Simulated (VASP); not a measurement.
A run of VASP 6.6.1 is set up as follows.

Contents of INCAR:

```
SYSTEM = Sb
PREC = Accurate
ENCUT = 520
EDIFF = 1E-6
ISMEAR = 0
SIGMA = 0.1
LREAL = .FALSE.
LASPH = .TRUE.
NELM = 100
ALGO = Normal
ISIF = 2
LWAVE = .FALSE.
LCHARG = .TRUE.
GGA = PE
LELF = .TRUE.
LVHAR = .TRUE.
NBANDS = 8
```

KPOINTS

```
Automatic mesh
0
G
  18 18 18
  0 0 0
```

Contents of POSCAR:

```
Sb
1.0
    2.1962527066     -2.2005543202      0.0000000000
    2.1962527066      2.2005543202      0.0000000000
    0.0000000000      0.0000000000      3.1104647951
Sb
1
Direct
    0.5000000000      0.5000000000      0.5000000000
```

Potentials or basis: VASP PAW PBE potentials, release 64 (Sb).

Run with:

```console
$ cat potpaw_PBE.64/Sb/POTCAR > POTCAR
$ mpirun -np 1 vasp_std > vasp.out
```

**Question.** Estimate the pressure.

**Answer.** 0.0 GPa.
